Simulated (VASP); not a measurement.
Set up this calculation in VASP 6.6.1, as the native input.

```yaml
Task: single point
Functional: PBE
Potentials_or_basis: VASP PAW PBE potentials, release 64 (Eu, Ru_pv)
Cutoff: 520 eV
k_mesh: 3 × 3 × 3
Occupations: gaussian, width 0.05 eV
Spin: collinear spin, ferromagnetic start
Starting_moments: "[7.0, 0.0, 0.0, 0.0] μB"
Hubbard_terms: Eu f U = 6.0 eV
Dipole_correction: no
Further_INCAR_settings: ALGO = Fast; EDIFF = 1e-06; NBANDS = 42
```

The structure of EuRu3 lies in POSCAR:

```
EuRu3
1.0
    4.2530312861      0.0000000000      0.0000000000
    0.0000000000      4.2530312861      0.0000000000
    0.0000000000      0.0000000000      4.2530312861
Eu Ru
1 3
Direct
    0.0000000000      0.0000000000      0.0000000000
    0.0000000000      0.5000000000      0.5000000000
    0.5000000000      0.5000000000      0.0000000000
    0.5000000000      0.0000000000      0.5000000000
```

One way to write it, as run:

INCAR

```
SYSTEM = EuRu3
  ALGO = Fast
  EDIFF = 1E-6
  ENCUT = 520
  GGA = PE
  ISIF = 2
  ISMEAR = 0
  ISPIN = 2
  LASPH = .TRUE.
  LCHARG = .TRUE.
  LDAU = .TRUE.
  LDAUJ = 0 0
  LDAUL = 3 -1
  LDAUPRINT = 1
  LDAUTYPE = 2
  LDAUU = 6 0
  LELF = .TRUE.
  LMAXMIX = 6
  LORBIT = 11
  LREAL = .FALSE.
  LVHAR = .TRUE.
  LWAVE = .FALSE.
  MAGMOM = 7 0 0 0
  NBANDS = 42
  NELM = 150
  PREC = Accurate
  SIGMA = 0.05
```

KPOINTS

```
k-points
0
G
  3 3 3
  0 0 0
```

Potentials or basis: VASP PAW PBE potentials, release 64 (Eu, Ru_pv).

Run with:

```sh
$ cat potpaw_PBE.64/Eu/POTCAR potpaw_PBE.64/Ru_pv/POTCAR > POTCAR
$ mpirun -np 1 vasp_std > vasp.out
```

Results of the run:

* Pressure: -10.4 GPa
* Net moment: 2.63 μB per cell
* Site moments: Eu +6.51; Ru -1.34 μB
* Valence electrons inside the program's atomic spheres: Eu 14.95; Ru 12.39

Caveat: the k points lie up to 0.49 Å⁻¹ apart.

Wall time 6.1 min on 1 thread of Intel(R) Xeon(R) Platinum 8259CL CPU @ 2.50GHz (Skylake/Cascade Lake), with other jobs on the host, peak memory 0.23 GiB.
